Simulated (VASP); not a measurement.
Input of a VASP 6.6.1 run:

File INCAR:

```
  PREC = Accurate
  ENCUT = 520
  EDIFF = 1E-6
  ISMEAR = 0
  SIGMA = 0.05
  LREAL = Auto
  LASPH = True
  NELM = 150
  ALGO = Normal
  ISIF = 2
  LWAVE = False
  LCHARG = False
  ISPIN = 2
  MAGMOM = 1 0 0 0 0 0 0 0 0 0 0 0 0 0 0 0 0 0 0 0 0 0 0 0 0 0 0 0 0 0 0 0 0 0 0 0 0 0 0 0 0 0 0 0 0 0 0 0 0 0 0 0 0 0 0 0 0 0 0 0 0 0 0
  LORBIT = 11
  GGA = CA
  NBANDS = 172
```

Contents of KPOINTS:

```
regular mesh
0
Gamma
  1 1 1
```

Contents of POSCAR:

```
GaSi62
1.0
   10.8600000000      0.0000000000      0.0000000000
    0.0000000000     10.8600000000      0.0000000000
    0.0000000000      0.0000000000     10.8600000000
Ga Si
1 62
Direct
    0.5077757999     -0.0074556016      0.0072718810
    0.6267267545      0.1317879263      0.1258471769
    0.7528811351      0.2515727746      0.0002017721
    0.8772401564      0.3762414516      0.1247739028
    0.7494297946      0.0005702839      0.2485218590
    0.8758305667      0.1253189437      0.3748262619
    0.0000806512      0.0000153678     -0.0004887425
    0.1266861045      0.1226130734      0.1244498171
    0.2515616337      0.2488159303      0.0009645240
    0.3778089307      0.3737565182      0.1243805400
    0.5003681152      0.5003372711     -0.0005277517
    0.6251153597      0.6254480844      0.1241119610
    0.7492688878      0.7511990828     -0.0010479253
    0.8749751847      0.8753675976      0.1241872932
    0.2488340923     -0.0006798290      0.2520999130
    0.3757835116      0.1247044226      0.3750681520
    0.5011337815      0.2516565228      0.2520127274
    0.6257961220      0.3762517517      0.3764043444
    0.7501862447      0.5006312279      0.2492819884
    0.8754116685      0.6250780520      0.3744565527
    0.5003465954      0.0000651616      0.4992056976
    0.6253906874      0.1226146896      0.6257410608
    0.7502633833      0.2512825960      0.5006798995
    0.8770460942      0.3741692136      0.6254077857
    0.7528983876     -0.0007135286      0.7479937672
    0.8759389281      0.1246182544      0.8749003305
    0.0004701381      0.4999161604     -0.0008558859
    0.1242360363      0.6230769158      0.1248121721
    0.2487882456      0.7474690480      0.0002290709
    0.3685775246      0.8736504185      0.1258856509
    0.0015904817      0.2513883996      0.2492729647
    0.1263500678      0.3741869551      0.3761326164
    0.2491893019      0.4988884967      0.2493353251
    0.3753007330      0.6247337138      0.3748368602
    0.4999922900      0.7510767117      0.2484686545
    0.6251058161      0.8754388573      0.3740964736
    0.0005613803      0.0003251636      0.4996771692
    0.1280162736      0.1239435984      0.6271182499
    0.2513651313      0.2490172618      0.5008335429
    0.3763929395      0.3725335347      0.6270292466
    0.5000828417      0.4998280523      0.4996889423
    0.6257766058      0.6231277660      0.6233002531
    0.7501612696      0.7502461903      0.4989022741
    0.8772390115      0.8747408055      0.6233060450
    0.2517558096     -0.0012303539      0.7508989169
    0.5019925900      0.2489826531      0.7505319050
    0.6253743384      0.3738237333      0.8768698705
    0.7502725348      0.4989113862      0.7482666532
    0.8757324289      0.6248617629      0.8742510818
   -0.0001239791      0.7502717455      0.2492390135
    0.1242612063      0.8746992662      0.3764296550
    0.0002149396      0.5002024389      0.4993390025
    0.1263665729      0.6233528019      0.6253965622
    0.2491843506      0.7502088375      0.5007160180
    0.3778117085      0.8752020019      0.6258533065
    0.0017183692      0.2490138858      0.7505213162
    0.1279533011      0.3725194751      0.8755793304
    0.2514582065      0.4987563878      0.7506003588
    0.3758524360      0.6245535634      0.8748904590
    0.5011933009      0.7475694604      0.7479094229
    0.6265103848      0.8739516130      0.8678275786
    0.0016236729      0.7502698429      0.7481521600
    0.1267268685      0.8751596100      0.8768828749
```

Potentials or basis: VASP PAW LDA potentials, release 64 (Ga_d, Si).

Run with:

```bash
$ cat potpaw_LDA.64/Ga_d/POTCAR potpaw_LDA.64/Si/POTCAR > POTCAR
$ mpirun -np 1 vasp_gam > vasp.out
```

Q: Estimate the band gap on the k mesh.

A: 0.80 eV.

Q: Predict the net moment.

A: 0.01 μB per cell.

Q: What does it give for the largest force?

A: 0.022 eV/Å.

Forces on the atoms (eV/Å):
```
Ga  -0.011  0.009 -0.016
Si   0.000  0.003  0.001
Si   0.009  0.001 -0.001
Si  -0.005  0.004 -0.001
Si   0.004  0.002  0.004
Si  -0.005 -0.003 -0.004
Si   0.003  0.000 -0.003
Si   0.000  0.001 -0.001
Si   0.008 -0.008 -0.006
Si  -0.006  0.000 -0.002
Si   0.005  0.000 -0.001
Si  -0.001  0.004  0.000
Si   0.008 -0.006  0.001
Si  -0.006  0.001 -0.001
Si   0.002  0.000  0.005
Si  -0.001  0.000 -0.003
Si   0.002 -0.001  0.009
Si  -0.005  0.001 -0.002
Si   0.008  0.002  0.003
Si   0.005 -0.007  0.010
Si   0.005 -0.001 -0.002
Si   0.000  0.001  0.000
Si   0.004  0.000 -0.001
Si   0.000 -0.006  0.004
Si   0.008  0.003 -0.001
Si   0.001  0.003  0.000
Si   0.004 -0.002  0.000
Si  -0.005  0.004 -0.003
Si   0.002 -0.004 -0.003
Si  -0.004  0.003  0.001
Si   0.002 -0.004  0.004
Si   0.001 -0.002  0.002
Si   0.005 -0.001  0.005
Si  -0.005  0.006 -0.002
Si  -0.001 -0.004  0.004
Si  -0.001 -0.001 -0.003
Si   0.005  0.003  0.002
Si  -0.006  0.000 -0.001
Si  -0.004  0.004 -0.005
Si  -0.002  0.001  0.001
Si   0.003 -0.001 -0.004
Si  -0.003  0.003 -0.002
Si   0.007 -0.004 -0.001
Si  -0.005 -0.001 -0.003
Si   0.009  0.002  0.008
Si  -0.007 -0.009  0.008
Si  -0.001 -0.002  0.003
Si   0.005  0.002  0.002
Si  -0.004  0.002  0.002
Si  -0.001 -0.005  0.004
Si  -0.004  0.001 -0.001
Si  -0.006  0.012 -0.014
Si   0.002 -0.001  0.003
Si   0.002 -0.003  0.000
Si  -0.008  0.000  0.001
Si  -0.004  0.005 -0.004
Si  -0.003  0.000  0.001
Si  -0.006  0.004 -0.005
Si  -0.002  0.002 -0.001
Si  -0.002 -0.008  0.000
Si   0.005 -0.004 -0.001
Si   0.001 -0.003  0.003
Si   0.002  0.002  0.002
```

Caveat: the k points lie up to 0.58 Å⁻¹ apart.
